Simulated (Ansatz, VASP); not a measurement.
# One calculation of La3F, two programs

```
CELL_PARAMETERS angstrom
-2.50757 2.50757 5.04248
2.50757 -2.50757 5.04248
2.50757 2.50757 -5.04248
ATOMIC_POSITIONS crystal
La 0.75000 0.25000 0.50000
La 0.25000 0.75000 0.50000
La 0.50000 0.50000 0.00000
F 0.00000 0.00000 0.00000
```

Change from the starting cell: species swapped into the La3Ho type (I4/mmm, No. 139).

Alike in both runs: task single point; functional PBE; k mesh 6 × 6 × 6; occupations gaussian, width 0.1 eV; no spin polarisation.

```csv
,VASP,Ansatz
version,VASP 6.6.1,Ansatz 0.2.0
potentials or method,"VASP PAW PBE potentials, release 64 (La, F), cutoff 600 eV","scalar-relativistic, plane waves, PAW"
valence electrons in the cell,40,40
```

```csv
,VASP,Ansatz,Ansatz less VASP
gap on the k mesh at the Fermi level (eV),none,none,-
pressure (GPa),-2.0,-2.0,+0.04
"traceless stress, the component that is largest in VASP (GPa)",1.35,1.33,-0.022
```

A gap of «none» marks a metal or a gap that the smearing closes.

Neither program's run includes spin-orbit coupling.
